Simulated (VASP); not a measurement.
# Au (P6_3/mmc) in VASP: notebook

Runs on Au. Level: PBEsol. Tasks: single point.

Everything below comes from runs of VASP 6.6.1. Logs are shortened: lines on timing, memory, paths and dates and some standing lists are left out, and cuts for length are marked.

### Step 1. The cell of the first run

The structure is hexagonal, space group P6_3/mmc (No. 194). Conventional cell: a = 2.722 Å, b = 2.722 Å, c = 4.910 Å, α = 90.00°, β = 90.00°, γ = 120.00°. Au (site symmetry -6m2) has 12 Au at 2.72 to 2.92 Å within 3.6 Å.

This isn't the form of Au at room conditions, which is fcc.

### Step 2. Single point, PBEsol (strain -0.050 along x and y, +0.025 along z)

The input, INCAR:

```
SYSTEM = Au
ALGO = Fast
EDIFF = 1E-6
ENCUT = 520
GGA = PS
ISIF = 2
ISMEAR = 0
LASPH = .True.
LCHARG = .True.
LELF = .True.
LREAL = .False.
LVHAR = .True.
LWAVE = .False.
NBANDS = 18
NELM = 60
PREC = Accurate
SIGMA = 0.15
```

The input, KPOINTS:

```
k-points
0
Gamma
  24 24 12
  0 0 0
```

The input, POSCAR:

```
Au
1.0
    2.7219306150      0.0000000000      0.0000000000
   -1.3609653075      2.3572610599      0.0000000000
    0.0000000000      0.0000000000      4.9103424640
Au
2
Direct
    0.3333333333      0.6666666667      0.7500000000
    0.6666666667      0.3333333333      0.2500000000
```

Potentials or basis: VASP PAW PBE potentials, release 64 (Au).

On the command line:

```
$ cat potpaw_PBE.64/Au/POTCAR > POTCAR
$ mpirun -np 1 vasp_std > vasp.out
```

OUTCAR:

```text
SYSTEM = Au
   EDIFF = 1E-6
   ENCUT = 520
   GGA = PS
   ISIF = 2
   ISMEAR = 0
   LASPH = .True.
   LREAL = .False.
   NELM = 60
   PREC = Accurate

 ion  position               nearest neighbor table
   1  0.333  0.667  0.750-   2 2.92   2 2.92   2 2.92   2 2.92   2 2.92   2 2.92
   2  0.667  0.333  0.250-   1 2.92   1 2.92   1 2.92   1 2.92   1 2.92   1 2.92

  LATTYP: Found a hexagonal cell.
 ALAT       =     2.7219306150
 C/A-ratio  =     1.8039925180

  Lattice vectors:

 A1 = (   2.7219306150,   0.0000000000,   0.0000000000)
 A2 = (  -1.3609653075,   2.3572610599,   0.0000000000)
 A3 = (   0.0000000000,   0.0000000000,   4.9103424640)

Analysis of symmetry for initial positions (statically):
=====================================================================
 Subroutine PRICEL returns:
 Original cell was already a primitive cell.

 Routine SETGRP: Setting up the symmetry group for a
 hexagonal supercell.

 Subroutine GETGRP returns: Found 24 space group operations
 (whereof 12 operations were pure point group operations)
 out of a pool of 24 trial point group operations.

The static configuration has the point symmetry D_3d.
 The point group associated with its full space group is D_6h.

Analysis of symmetry for dynamics (positions and initial velocities):
=====================================================================
 Subroutine PRICEL returns:
 Original cell was already a primitive cell.

 Routine SETGRP: Setting up the symmetry group for a
 hexagonal supercell.

 Subroutine GETGRP returns: Found 24 space group operations
 (whereof 12 operations were pure point group operations)
 out of a pool of 24 trial point group operations.

The dynamic configuration has the point symmetry D_3d.
 The point group associated with its full space group is D_6h.

 Subroutine INISYM returns: Found 24 space group operations
 (whereof 12 operations are pure point group operations),
 and found     1 'primitive' translations

----------------------------------------------------------------------------------------

                                     Primitive cell

  volume of cell :      31.5062

  direct lattice vectors                    reciprocal lattice vectors
     2.721930615  0.000000000  0.000000000     0.367386294  0.212110575  0.000000000
    -1.360965308  2.357261060  0.000000000     0.000000000  0.424221151  0.000000000
     0.000000000  0.000000000  4.910342464     0.000000000  0.000000000  0.203651783

  length of vectors
     2.721930615  2.721930615  4.910342464     0.424221151  0.424221151  0.203651783

  position of ions in fractional coordinates (direct lattice)
     0.333333333  0.666666667  0.750000000
     0.666666667  0.333333333  0.250000000

  ion indices of the primitive-cell ions
   primitive index   ion index
                 1           1
                 2           2

----------------------------------------------------------------------------------------

 KPOINTS: k-points

Automatic generation of k-mesh.
 Grid dimensions read from file:
 generate k-points for:   24   24   12

 Generating k-lattice:

  Cartesian coordinates                     Fractional coordinates (reciprocal lattice)
     0.015307762  0.008837941  0.000000000     0.041666667  0.000000000  0.000000000
     0.000000000  0.017675881  0.000000000     0.000000000  0.041666667  0.000000000
     0.000000000  0.000000000  0.016970982     0.000000000  0.000000000  0.083333333

  Length of vectors
     0.017675881  0.017675881  0.016970982

  Shift w.r.t. Gamma in fractional coordinates (k-lattice)
     0.000000000  0.000000000  0.000000000

 Subroutine IBZKPT returns following result:
 ===========================================

 Found    427 irreducible k-points:

 Following reciprocal coordinates:
            Coordinates               Weight
  0.000000  0.000000  0.000000      1.000000
  0.041667 -0.000000  0.000000      6.000000
  0.083333  0.000000  0.000000      6.000000
  0.125000 -0.000000  0.000000      6.000000
  0.166667 -0.000000  0.000000      6.000000
  0.208333 -0.000000  0.000000      6.000000
[... 16 lines left out ...]
  0.416667  0.041667  0.000000     12.000000
  0.458333  0.041667  0.000000     12.000000
 [... further k-points ...]
   k-points           NKPTS =    427   k-points in BZ     NKDIM =    427   number of bands    NBANDS=     18
   number of dos      NEDOS =    301   number of ions     NIONS =      2
   total plane-waves  NPLWV =  16000
   dimension x,y,z NGX =    20 NGY =   20 NGZ =   40
   dimension x,y,z NGXF=    40 NGYF=   40 NGZF=   80
   ions per type =               2
   NGX,Y,Z   is equivalent  to a cutoff of  12.22, 12.22, 13.54 a.u.
   NGXF,Y,Z  is equivalent  to a cutoff of  24.43, 24.43, 27.09 a.u.
 SYSTEM =  Au
   PREC   = accura    normal or accurate (medium, high low for compatibility)
   ISTART =      0    job   : 0-new  1-cont  2-samecut
   ICHARG =      2    charge: 1-file 2-atom 10-const
   ISPIN  =      1    spin polarized calculation?
   LNONCOLLINEAR =      F non collinear calculations
   LSORBIT =      F    spin-orbit coupling
   LASPH  =      T    aspherical Exc in radial PAW
   ENCUT  =  520.0 eV  38.22 Ry    6.18 a.u.   5.06  5.06  9.13*2*pi/ulx,y,z
   NELM   =     60;   NELMIN=  2; NELMDL= -5     # of ELM steps
   EDIFF  = 0.1E-05   stopping-criterion for ELM
   LREAL  =      F    real-space projection
   EDIFFG = 0.1E-04   stopping-criterion for IOM
   NSW    =      0    number of steps for IOM
   IBRION =     -1    ionic relax: 0-MD 1-quasi-New 2-CG
   NFREE  =      0    steps in history (QN), initial steepest desc. (CG)
   ISIF   =      2    stress and relaxation
   ISYM   =      2    0-nonsym 1-usesym 2-fastsym
   POTIM  = 0.5000    time-step for ionic-motion
   TEBEG  =    0.0;   TEEND  =   0.0 temperature during run
   PSTRESS=    0.0 pullay stress
   NELECT =      22.0000    total number of electrons
   NUPDOWN=      -1.0000    fix difference up-down
   EMIN   =  10.00;   EMAX   =-10.00  energy-range for DOS
   EFERMI =   0.00;   METHOD = LEGACY
   ISMEAR =     0;   SIGMA  =   0.15  broadening in eV -4-tet -1-fermi 0-gaus
   EFERMI_NEDOS =   21; number of points for ismear=-14 and -15
   IALGO  =     68    algorithm
   IMIX   =      4    mixing-type and parameters
     AMIX     =   0.40;   BMIX     =  1.00
     AMIX_MAG =   1.60;   BMIX_MAG =  1.00
  volume/ion in A,a.u.               =      15.75       106.31
  Fermi-wavevector in a.u.,A,eV,Ry     =   1.452391  2.744621 28.700669  2.109440
  Thomas-Fermi vector in A             =   2.569778
   LORBIT       =      0    0 simple, 1 ext, 2 COOP (PROOUT), +10 PAW based schemes
   GGA     = PS    functional components
   LHFCALC =     F    Hartree Fock is set to
   AEXX    =    0.0000 exact exchange contribution
   IVDW    =     0    specifies the selected vdW correction
   LEPSILON=     F    determine dielectric tensor
   LRPA    =     F    only Hartree local field effects (RPA)
 non-spin polarized calculation
 RMM-DIIS sequential band-by-band and
 Gauss-broadening in eV      SIGMA  =   0.15
  energy-cutoff  :      520.00
  volume of cell :       31.51
 maximum number of plane-waves:       870
   NGX = 11   NGY = 11   NGZ = 19

 number of electron      21.9999998 magnetization

 Free energy of the ion-electron system (eV)
  ---------------------------------------------------
  ext. energy  EPLUGINS =         0.00000000
  ---------------------------------------------------
  free energy    TOTEN  =        -7.64820692 eV

  energy without entropy =       -7.64366663  energy(sigma->0) =       -7.64593678

 E-fermi :  10.6505     XC(G=0): -13.3460

 val. band max:       10.6240902529   @ k =   0.4583   0.0417   0.2500
 cond. band min:      10.6654520924   @ k =   0.4583   0.0417   0.4167
 fundamental gap:      0.0413618396
 Fermi energy:        10.6504888073

 k-point     1 :       0.0000    0.0000    0.0000
  band No.  band energies     occupation
      1      -0.1533      2.00000
      2       2.1703      2.00000
      3       4.8435      2.00000
      4       5.5718      2.00000
      5       5.5718      2.00000
      6       5.8400      2.00000
[... 10 lines left out ...]
     17      31.1192      0.00000
     18      31.1195      0.00000

 k-point     2 :       0.0417   -0.0000    0.0000
  band No.  band energies     occupation
      1      -0.0889      2.00000
      2       2.2297      2.00000
      3       4.8583      2.00000
      4       5.5502      2.00000
      5       5.6181      2.00000
      6       5.8102      2.00000
[... 10 lines left out ...]
     17      30.6430      0.00000
     18      30.7470      0.00000

 k-point     3 :       0.0833    0.0000    0.0000
  band No.  band energies     occupation
      1       0.1017      2.00000
      2       2.4023      2.00000
      3       4.8896      2.00000
      4       5.5019      2.00000
      5       5.7322      2.00000
      6       5.7558      2.00000
[... 10 lines left out ...]
     17      29.7577      0.00000
     18      29.9176      0.00000

 k-point     4 :       0.1250   -0.0000    0.0000
  band No.  band energies     occupation
      1       0.4098      2.00000
      2       2.6687      2.00000
      3       4.8965      2.00000
      4       5.4486      2.00000
      5       5.6669      2.00000
      6       5.9804      2.00000
[... 375 lines left out ...]
      4       5.5719      2.00000
      5       5.6683      2.00000
      6       6.1389      2.00000
[... 10 lines left out ...]
     17      23.3574      0.00000
     18      26.3885      0.00000

 k-point    23 :       0.4167    0.0417    0.0000
  band No.  band energies     occupation
      1       2.8870      2.00000
      2       3.0186      2.00000
      3       3.6793      2.00000
      4       5.5801      2.00000
      5       5.8248      2.00000
      6       6.0666      2.00000
[... 10 lines left out ...]
     17      22.7692      0.00000
     18      26.0615      0.00000

 k-point    24 :       0.4583    0.0417    0.0000
  band No.  band energies     occupation
      1       2.8670      2.00000
      2       2.9959      2.00000
      3       3.6096      2.00000
      4       5.5349      2.00000
      5       5.9764      2.00000
      6       6.0298      2.00000
[... 10 lines left out ...]
     17      22.4094      0.00000
     18      25.8950      0.00000

 [... further k-points ...]
[... 5 lines left out ...]
  --------------------------------------------------------------------------------------
  -------------------------------------------------------------------------------------
  Total        4.6192607      4.6192607      1.8454898     -0.0000000      0.0000000      0.0000000
  in kB      234.9019070    234.9019070     93.8481500     -0.0000000      0.0000000      0.0000000
  external PRESSURE =     187.8839880 kB  Pullay stress =       0.0000000 kB

 VOLUME and BASIS-vectors are now :
 -----------------------------------------------------------------------------
  energy-cutoff  :      520.00
  volume of cell :       31.51
      direct lattice vectors                 reciprocal lattice vectors
     2.721930615  0.000000000  0.000000000     0.367386294  0.212110575  0.000000000
    -1.360965308  2.357261060  0.000000000     0.000000000  0.424221151  0.000000000
     0.000000000  0.000000000  4.910342464     0.000000000  0.000000000  0.203651783

 POSITION                                       TOTAL-FORCE (eV/Angst)
 -----------------------------------------------------------------------------------
     -0.00000      1.57151      3.68276         0.000000      0.000000      0.000000
      1.36097      0.78575      1.22759        -0.000000      0.000000      0.000000
 -----------------------------------------------------------------------------------
    total drift:                               -0.000000      0.000000     -0.000000

  FREE ENERGIE OF THE ION-ELECTRON SYSTEM (eV)
  ---------------------------------------------------
  free  energy   TOTEN  =        -7.6482069219 eV

  energy  without entropy=       -7.6436666313  energy(sigma->0) =       -7.64593678
```

It took 89 s on 1 thread of AMD EPYC 9R45 (Zen 5), shared host; peak memory 0.27 GiB.

Results:

```
Free energy            : -7.6482 eV
Pressure               : 18.8 GPa
Band gap on the k mesh : zero (bands 11 and 12 overlap by 7.62 eV)
```

Caveat: the cell differs from its parent crystal (strain -0.050 along x and y, +0.025 along z); the stress differs along the axes, from 9 to 23 GPa; the PAW data sets were made with another functional, which shifts forces and pressure a little; spin-orbit coupling is left out, which moves the levels of the heavy elements.

(Continued in part 2 of 2.)

The gap in the log of VASP goes by the Fermi energy; the results here count the filled bands.